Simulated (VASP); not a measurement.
# AgCl (Pm-3m) in VASP: settings compared

The runs below take AgCl through single point, with PBE-based screened hybrid with 5 % exact exchange, PBE-based screened hybrid with 10 % exact exchange, PBE-based screened hybrid with 15 % exact exchange.

Program: VASP 6.6.1. These are calculated values, not measurements. Logs are shortened: lines on timing, memory, paths and dates and some standing lists are left out, and cuts for length are marked.

## Step 1: The cell of the first run

Symmetry: Pm-3m, No. 221, cubic system. The conventional cell has a = 3.434 Å, b = 3.434 Å, c = 3.434 Å, α = 90.00°, β = 90.00°, γ = 90.00°. Within 3.9 Å of Ag (site symmetry m-3m) lie 8 Cl at 2.97 Å and 6 Ag at 3.43 Å. Within 3.9 Å of Cl (site symmetry m-3m) lie 8 Ag at 2.97 Å and 6 Cl at 3.43 Å.

## Step 2: Single point, PBE-based screened hybrid with 5 % exact exchange

Contents of POSCAR:

```
AgCl
1.0
    3.4339730000      0.0000000000      0.0000000000
    0.0000000000      3.4339730000      0.0000000000
    0.0000000000      0.0000000000      3.4339730000
Ag Cl
1 1
Direct
    0.0000000000      0.0000000000      0.0000000000
    0.5000000000      0.5000000000      0.5000000000
```

Contents of INCAR.step1:

```
SYSTEM = AgCl
ALGO = Normal
EDIFF = 1E-5
ENCUT = 520
GGA = PE
ISIF = 2
ISMEAR = -1
LASPH = .True.
LCHARG = .False.
LREAL = .False.
LWAVE = .True.
NBANDS = 16
NELM = 80
PREC = Accurate
SIGMA = 0.05
```

Contents of INCAR.step2:

```
SYSTEM = AgCl
AEXX = 0.05
ALGO = Normal
EDIFF = 1E-6
ENCUT = 520
GGA = PE
HFSCREEN = 0.2
ISIF = 2
ISMEAR = -1
ISTART = 1
LASPH = .True.
LCHARG = .False.
LHFCALC = .True.
LREAL = .False.
LWAVE = .False.
NBANDS = 16
NELM = 80
PREC = Accurate
PRECFOCK = Normal
SIGMA = 0.05
```

Contents of KPOINTS:

```
k-points
0
Gamma
  4 4 4
  0 0 0
```

Potentials or basis: VASP PAW PBE potentials, release 64 (Ag, Cl).

Run with:

```console
cat potpaw_PBE.64/Ag/POTCAR potpaw_PBE.64/Cl/POTCAR > POTCAR
cp INCAR.step1 INCAR
mpirun -np 1 vasp_std > vasp.out
cp INCAR.step2 INCAR
mpirun -np 1 vasp_std > vasp.out
```

OUTCAR:

```text
SYSTEM = AgCl
   AEXX = 0.05
   EDIFF = 1E-6
   ENCUT = 520
   GGA = PE
   HFSCREEN = 0.2
   ISIF = 2
   ISMEAR = -1
   ISTART = 1
   LASPH = .True.
   LHFCALC = .True.
   LREAL = .False.
   NELM = 80
   PREC = Accurate
   PRECFOCK = Normal

 ion  position               nearest neighbor table
   1  0.000  0.000  0.000-   2 2.97   2 2.97   2 2.97   2 2.97   2 2.97   2 2.97   2 2.97   2 2.97

   2  0.500  0.500  0.500-   1 2.97   1 2.97   1 2.97   1 2.97   1 2.97   1 2.97   1 2.97   1 2.97

  LATTYP: Found a simple cubic cell.
 ALAT       =     3.4339730000

  Lattice vectors:

 A1 = (   3.4339730000,   0.0000000000,   0.0000000000)
 A2 = (   0.0000000000,   3.4339730000,   0.0000000000)
 A3 = (   0.0000000000,   0.0000000000,   3.4339730000)

Analysis of symmetry for initial positions (statically):
=====================================================================
 Subroutine PRICEL returns:
 Original cell was already a primitive cell.

 Routine SETGRP: Setting up the symmetry group for a
 simple cubic supercell.

 Subroutine GETGRP returns: Found 48 space group operations
 (whereof 48 operations were pure point group operations)
 out of a pool of 48 trial point group operations.

The static configuration has the point symmetry O_h .

Analysis of symmetry for dynamics (positions and initial velocities):
=====================================================================
 Subroutine PRICEL returns:
 Original cell was already a primitive cell.

 Routine SETGRP: Setting up the symmetry group for a
 simple cubic supercell.

 Subroutine GETGRP returns: Found 48 space group operations
 (whereof 48 operations were pure point group operations)
 out of a pool of 48 trial point group operations.

The dynamic configuration has the point symmetry O_h .

 Subroutine INISYM returns: Found 48 space group operations
 (whereof 48 operations are pure point group operations),
 and found     1 'primitive' translations

----------------------------------------------------------------------------------------

                                     Primitive cell

  volume of cell :      40.4940

  direct lattice vectors                    reciprocal lattice vectors
     3.433973000  0.000000000  0.000000000     0.291207881  0.000000000  0.000000000
     0.000000000  3.433973000  0.000000000     0.000000000  0.291207881  0.000000000
     0.000000000  0.000000000  3.433973000     0.000000000  0.000000000  0.291207881

  length of vectors
     3.433973000  3.433973000  3.433973000     0.291207881  0.291207881  0.291207881

  position of ions in fractional coordinates (direct lattice)
     0.000000000  0.000000000  0.000000000
     0.500000000  0.500000000  0.500000000

  ion indices of the primitive-cell ions
   primitive index   ion index
                 1           1
                 2           2

----------------------------------------------------------------------------------------

 KPOINTS: k-points

Automatic generation of k-mesh.
 Grid dimensions read from file:
 generate k-points for:    4    4    4

 Generating k-lattice:

  Cartesian coordinates                     Fractional coordinates (reciprocal lattice)
     0.072801970  0.000000000  0.000000000     0.250000000  0.000000000  0.000000000
     0.000000000  0.072801970  0.000000000     0.000000000  0.250000000  0.000000000
     0.000000000  0.000000000  0.072801970     0.000000000  0.000000000  0.250000000

  Length of vectors
     0.072801970  0.072801970  0.072801970

  Shift w.r.t. Gamma in fractional coordinates (k-lattice)
     0.000000000  0.000000000  0.000000000

 Subroutine IBZKPT returns following result:
 ===========================================

 Found     10 irreducible k-points:

 Following reciprocal coordinates:
            Coordinates               Weight
  0.000000  0.000000  0.000000      1.000000
  0.250000  0.000000  0.000000      6.000000
  0.500000  0.000000  0.000000      3.000000
  0.250000  0.250000  0.000000     12.000000
  0.500000  0.250000  0.000000     12.000000
  0.500000  0.500000  0.000000      3.000000
  0.250000  0.250000  0.250000      8.000000
  0.500000  0.250000  0.250000     12.000000
  0.500000  0.500000  0.250000      6.000000
  0.500000  0.500000  0.500000      1.000000
   k-points           NKPTS =     10   k-points in BZ     NKDIM =     64   number of bands    NBANDS=     16
   number of dos      NEDOS =    301   number of ions     NIONS =      2
   total plane-waves  NPLWV =  21952
   dimension x,y,z NGX =    28 NGY =   28 NGZ =   28
   dimension x,y,z NGXF=    56 NGYF=   56 NGZF=   56
   ions per type =               1   1
   NGX,Y,Z   is equivalent  to a cutoff of  13.56, 13.56, 13.56 a.u.
   NGXF,Y,Z  is equivalent  to a cutoff of  27.11, 27.11, 27.11 a.u.
 SYSTEM =  AgCl
   PREC   = accura    normal or accurate (medium, high low for compatibility)
   ISTART =      1    job   : 0-new  1-cont  2-samecut
   ICHARG =      0    charge: 1-file 2-atom 10-const
   ISPIN  =      1    spin polarized calculation?
   LNONCOLLINEAR =      F non collinear calculations
   LSORBIT =      F    spin-orbit coupling
   LASPH  =      T    aspherical Exc in radial PAW
   ENCUT  =  520.0 eV  38.22 Ry    6.18 a.u.   6.38  6.38  6.38*2*pi/ulx,y,z
   NELM   =     80;   NELMIN=  2; NELMDL=  0     # of ELM steps
   EDIFF  = 0.1E-05   stopping-criterion for ELM
   LREAL  =      F    real-space projection
   EDIFFG = 0.1E-04   stopping-criterion for IOM
   NSW    =      0    number of steps for IOM
   IBRION =     -1    ionic relax: 0-MD 1-quasi-New 2-CG
   NFREE  =      0    steps in history (QN), initial steepest desc. (CG)
   ISIF   =      2    stress and relaxation
   ISYM   =      3    0-nonsym 1-usesym 2-fastsym
   POTIM  = 0.5000    time-step for ionic-motion
   TEBEG  =    0.0;   TEEND  =   0.0 temperature during run
   PSTRESS=    0.0 pullay stress
   NELECT =      18.0000    total number of electrons
   NUPDOWN=      -1.0000    fix difference up-down
   EMIN   =  10.00;   EMAX   =-10.00  energy-range for DOS
   EFERMI =   0.00;   METHOD = LEGACY
   ISMEAR =    -1;   SIGMA  =   0.05  broadening in eV -4-tet -1-fermi 0-gaus
   EFERMI_NEDOS =   21; number of points for ismear=-14 and -15
   IALGO  =     38    algorithm
   IMIX   =      1    mixing-type and parameters
     AMIX     =   0.40;   BMIX     =  1.00
     AMIX_MAG =   1.60;   BMIX_MAG =  1.00
  volume/ion in A,a.u.               =      20.25       136.63
  Fermi-wavevector in a.u.,A,eV,Ry     =   1.249402  2.361027 21.238760  1.561005
  Thomas-Fermi vector in A             =   2.383444
   LORBIT       =      0    0 simple, 1 ext, 2 COOP (PROOUT), +10 PAW based schemes
   GGA     = PE    functional components
   LHFCALC =     T    Hartree Fock is set to
   PRECFOCK=normal    Normal, Fast or Accurate (Low or Medium for compatibility)
   ENCUT4O =  -1.0   cutoff for four orbital integrals eV
   NKREDX  =     1    reduce k-point grid by
   NKREDY  =     1    reduce k-point grid by
   NKREDZ  =     1    reduce k-point grid by
   AEXX    =    0.0500 exact exchange contribution
   HFSCREEN=    0.2000 screening length (either q_TF or 0.3 A-1)
   HFSCREENC=   0.2000 screening length for correlation (either q_TF or 0.3 A-1)
   ENCUTFOCK=  -1.0 apply spherical cutoff to Coloumb kernel
   IVDW    =     0    specifies the selected vdW correction
   LEPSILON=     F    determine dielectric tensor
   LRPA    =     F    only Hartree local field effects (RPA)
 non-spin polarized calculation
  energy-cutoff  :      520.00
  volume of cell :       40.49
 maximum number of plane-waves:      1108
 NGX is ok and might be reduce to    28
  NGX = 20; NGY = 20; NGZ = 20

 number of electron      18.0000002 magnetization

 Free energy of the ion-electron system (eV)
  ---------------------------------------------------
  ext. energy  EPLUGINS =         0.00000000
  ---------------------------------------------------
  free energy    TOTEN  =        -5.33397607 eV

  energy without entropy =       -5.33395930  energy(sigma->0) =       -5.33396768

 E-fermi :   4.1743     XC(G=0): -10.0078

 val. band max:        3.7069081123   @ k =   0.5000   0.0000   0.0000
 cond. band min:       4.5484123221   @ k =   0.0000   0.0000   0.0000
 fundamental gap:      0.8415042098
 Fermi energy:         4.1742675851

 k-point     1 :       0.0000    0.0000    0.0000
  band No.  band energies     occupation
      1     -11.0931      2.00000
      2       0.8710      2.00000
      3       0.8710      2.00000
      4       1.8042      2.00000
      5       1.8042      2.00000
      6       1.8042      2.00000
[... 8 lines left out ...]
     15      17.7481      0.00000
     16      20.4850      0.00000

 k-point     2 :       0.2500    0.0000    0.0000
  band No.  band energies     occupation
      1     -10.8693      2.00000
      2      -0.1804      2.00000
      3       0.9416      2.00000
      4       1.0946      2.00000
      5       1.0946      2.00000
      6       1.7670      2.00000
[... 8 lines left out ...]
     15      17.8510      0.00000
     16      20.2783      0.00000

 k-point     3 :       0.5000    0.0000    0.0000
  band No.  band energies     occupation
      1     -10.6206      2.00000
      2      -1.3388      2.00000
      3       0.7609      2.00000
      4       0.7609      2.00000
      5       1.0140      2.00000
      6       1.8540      2.00000
[... 8 lines left out ...]
     15      19.7978      0.00000
     16      20.0764      0.00000

 k-point     4 :       0.2500    0.2500    0.0000
  band No.  band energies     occupation
      1     -10.6802      2.00000
      2      -0.1422      2.00000
      3       0.5013      2.00000
      4       1.1372      2.00000
      5       1.2028      2.00000
      6       1.6616      2.00000
[... 8 lines left out ...]
     15      18.6138      0.00000
     16      18.7297      0.00000

 k-point     5 :       0.5000    0.2500    0.0000
  band No.  band energies     occupation
      1     -10.4738      2.00000
      2      -0.7619      2.00000
      3       0.4982      2.00000
      4       1.0657      2.00000
      5       1.1888      2.00000
      6       1.6814      2.00000
[... 8 lines left out ...]
     15      18.6447      0.00000
     16      20.7787      0.00000

 k-point     6 :       0.5000    0.5000    0.0000
  band No.  band energies     occupation
      1     -10.3169      2.00000
      2       0.1199      2.00000
      3       0.1199      2.00000
      4       1.1229      2.00000
      5       1.4967      2.00000
      6       1.5189      2.00000
[... 8 lines left out ...]
     15      17.7767      0.00000
     16      19.3569      0.00000

 k-point     7 :       0.2500    0.2500    0.2500
  band No.  band energies     occupation
      1     -10.5039      2.00000
      2       0.2228      2.00000
      3       0.2228      2.00000
      4       0.4862      2.00000
      5       1.4813      2.00000
      6       1.4813      2.00000
[... 8 lines left out ...]
     15      16.4547      0.00000
     16      20.7606      0.00000

 k-point     8 :       0.5000    0.2500    0.2500
  band No.  band energies     occupation
      1     -10.3125      2.00000
      2      -0.5331      2.00000
      3      -0.0048      2.00000
      4       1.0478      2.00000
      5       1.4763      2.00000
      6       1.6711      2.00000
[... 8 lines left out ...]
     15      17.4995      0.00000
     16      19.6067      0.00000

 k-point     9 :       0.5000    0.5000    0.2500
  band No.  band energies     occupation
      1     -10.1385      2.00000
      2      -0.3805      2.00000
      3      -0.3805      2.00000
      4       0.2331      2.00000
      5       1.6086      2.00000
      6       2.1241      2.00000
[... 8 lines left out ...]
     15      20.0136      0.00000
     16      20.0136      0.00000

 k-point    10 :       0.5000    0.5000    0.5000
  band No.  band energies     occupation
      1      -9.9438      2.00000
      2      -0.6818      2.00000
      3      -0.6818      2.00000
      4      -0.6818      2.00000
      5       2.1339      2.00000
      6       2.1339      2.00000
[... 8 lines left out ...]
     15      21.5204      0.00000
     16      21.5204      0.00000

------------------------ aborting loop because EDIFF is reached ----------------------------------------

  FORCE on cell =-STRESS in cart. coord.  units (eV):
  Direction    XX          YY          ZZ          XY          YZ          ZX
  --------------------------------------------------------------------------------------
  -------------------------------------------------------------------------------------
  Total       -0.0269686     -0.0269686     -0.0269686     -0.0000000     -0.0000000      0.0000000
  in kB       -1.0670324     -1.0670324     -1.0670324     -0.0000000     -0.0000000      0.0000000
  external PRESSURE =      -1.0670324 kB  Pullay stress =       0.0000000 kB

 VOLUME and BASIS-vectors are now :
 -----------------------------------------------------------------------------
  energy-cutoff  :      520.00
  volume of cell :       40.49
      direct lattice vectors                 reciprocal lattice vectors
     3.433973000  0.000000000  0.000000000     0.291207881  0.000000000  0.000000000
     0.000000000  3.433973000  0.000000000     0.000000000  0.291207881  0.000000000
     0.000000000  0.000000000  3.433973000     0.000000000  0.000000000  0.291207881

 POSITION                                       TOTAL-FORCE (eV/Angst)
 -----------------------------------------------------------------------------------
      0.00000      0.00000      0.00000         0.000000      0.000000      0.000000
      1.71699      1.71699      1.71699         0.000000      0.000000      0.000000
 -----------------------------------------------------------------------------------
    total drift:                                0.000008      0.000009      0.000009

  FREE ENERGIE OF THE ION-ELECTRON SYSTEM (eV)
  ---------------------------------------------------
  free  energy   TOTEN  =        -5.3339760679 eV

  energy  without entropy=       -5.3339593000  energy(sigma->0) =       -5.33396768
```

Run time: 2.5 min. Hardware: 1 thread of AMD EPYC 7R13 (Zen 3), shared host; peak memory 0.24 GiB.

What came out:

| Item | Value |
| --- | --- |
| Free energy | -5.3340 eV |
| Pressure | -0.1 GPa |
| Band gap on the k mesh | 0.84 eV (least direct gap 2.33 eV) |

Caveat: the k points lie up to 0.46 Å⁻¹ apart; the PAW data sets were made with another functional, which shifts forces and pressure a little. A k mesh can miss the band edges.

## Step 3: Single point, PBE-based screened hybrid with 10 % exact exchange

POSCAR is that of step 2.

Contents of INCAR.step1:

```
PREC = Accurate
ENCUT = 520
EDIFF = 1E-5
ISMEAR = -1
SIGMA = 0.05
LREAL = F
LASPH = T
NELM = 80
ALGO = Normal
ISIF = 2
LWAVE = T
LCHARG = F
NBANDS = 16
GGA = PE
```

Contents of INCAR.step2:

```
PREC = Accurate
ENCUT = 520
EDIFF = 1E-6
ISMEAR = -1
SIGMA = 0.05
LREAL = F
LASPH = T
NELM = 80
ALGO = Normal
ISIF = 2
LWAVE = F
LCHARG = F
GGA = PE
LHFCALC = T
AEXX = 0.1
HFSCREEN = 0.2
PRECFOCK = Normal
NBANDS = 16
ISTART = 1
```

Contents of KPOINTS:

```
Automatic mesh
0
Gamma
  4 4 4
```

Potentials or basis: VASP PAW PBE potentials, release 64 (Ag, Cl).

Run with:

```console
cat potpaw_PBE.64/Ag/POTCAR potpaw_PBE.64/Cl/POTCAR > POTCAR
cp INCAR.step1 INCAR
mpirun -np 1 vasp_std > vasp.out
cp INCAR.step2 INCAR
mpirun -np 1 vasp_std > vasp.out
```

Wall time 2.5 min (1 thread of AMD EPYC 7R13 (Zen 3), shared host); peak memory 0.24 GiB.

Results (log left out):

* Free energy: -5.5790 eV
* Pressure: -0.2 GPa
* Band gap on the k mesh: 1.13 eV (least direct gap 2.60 eV)

Levels at points of the mesh, in eV from the valence-band top:
```csv
k point,band 5,band 6,band 7,band 8,band 9,band 10,band 11,band 12,band 13,band 14
"(0.00, 0.00, 0.00)",-2.01,-2.01,-1.48,-1.48,-1.48,1.13,10.01,10.01,14.44,14.44
"(0.50, 0.00, 0.00)",-2.79,-1.96,-1.59,0.00,0.00,5.47,6.22,10.01,10.68,10.68
"(0.50, 0.50, 0.00)",-2.31,-2.29,-2.29,-1.68,-0.83,3.37,9.62,9.62,11.22,14.41
"(0.50, 0.50, 0.50)",-1.66,-1.66,-0.24,-0.24,-0.24,5.33,5.33,5.33,7.55,18.19
```

Caveat: the k points lie up to 0.46 Å⁻¹ apart; the PAW data sets were made with another functional, which shifts forces and pressure a little. A k mesh can miss the band edges.

## Step 4: Single point, PBE-based screened hybrid with 15 % exact exchange

POSCAR is that of step 3.

Contents of INCAR.step1:

```
PREC = Accurate
ENCUT = 520
EDIFF = 1E-5
ISMEAR = -1
SIGMA = 0.05
LREAL = False
LASPH = True
NELM = 100
ALGO = Normal
ISIF = 2
LWAVE = True
LCHARG = False
NBANDS = 16
GGA = PE
```

Contents of INCAR.step2:

```
PREC = Accurate
ENCUT = 520
EDIFF = 1E-7
ISMEAR = -1
SIGMA = 0.05
LREAL = False
LASPH = True
NELM = 100
ALGO = Normal
ISIF = 2
LWAVE = False
LCHARG = False
GGA = PE
LHFCALC = True
AEXX = 0.15
HFSCREEN = 0.2
PRECFOCK = Normal
NBANDS = 16
ISTART = 1
```

Contents of KPOINTS:

```
regular mesh
0
Gamma
  4 4 4
```

Run with:

```console
cat potpaw_PBE.64/Ag/POTCAR potpaw_PBE.64/Cl/POTCAR > POTCAR
cp INCAR.step1 INCAR
mpirun -np 1 vasp_std > vasp.out
cp INCAR.step2 INCAR
mpirun -np 1 vasp_std > vasp.out
```

It took 5.1 min on 1 thread of AMD EPYC 7R13 (Zen 3), shared host; peak memory 0.24 GiB.

It converged, with:

```
Free energy            : -5.8305 eV
Pressure               : -0.2 GPa
Band gap on the k mesh : 1.42 eV (least direct gap 2.88 eV)
```

Levels at points of the mesh, in eV from the valence-band top:
| k point | band 5 | band 6 | band 7 | band 8 | band 9 | band 10 | band 11 | band 12 | band 13 | band 14 |
| --- | --- | --- | --- | --- | --- | --- | --- | --- | --- | --- |
| (0.00, 0.00, 0.00) | -2.11 | -2.11 | -1.47 | -1.47 | -1.47 | 1.42 | 10.30 | 10.30 | 14.83 | 14.83 |
| (0.50, 0.00, 0.00) | -2.90 | -2.06 | -1.67 | 0.00 | 0.00 | 5.76 | 6.57 | 10.30 | 11.01 | 11.01 |
| (0.50, 0.50, 0.00) | -2.41 | -2.40 | -2.40 | -1.78 | -0.81 | 3.66 | 9.97 | 9.97 | 11.53 | 14.76 |
| (0.50, 0.50, 0.50) | -1.75 | -1.75 | -0.27 | -0.27 | -0.27 | 5.61 | 5.61 | 5.61 | 7.95 | 18.58 |

Caveat: the k points lie up to 0.46 Å⁻¹ apart; the PAW data sets were made with another functional, which shifts forces and pressure a little.

## Step 5: The runs side by side

| level | share of exact exchange | gap on the mesh (eV) | pressure (GPa) |
| --- | --- | --- | --- |
| PBE-based screened hybrid with 5 % exact exchange | 0.05 | 0.84 | -0.1 |
| PBE-based screened hybrid with 10 % exact exchange | 0.1 | 1.13 | -0.2 |
| PBE-based screened hybrid with 15 % exact exchange | 0.15 | 1.42 | -0.2 |

Alike in all rows: task single point; potentials or basis VASP PAW PBE potentials, release 64 (Ag, Cl); no spin polarisation; cell as given; k mesh 4 × 4 × 4; cutoff (eV) 520; smearing fermi-dirac 0.05 eV.

Caveats: all runs use coarse meshes; the PAW data sets were made with another functional, which shifts forces and pressure a little.

Absolute energies hang on the potentials; compare differences alone.
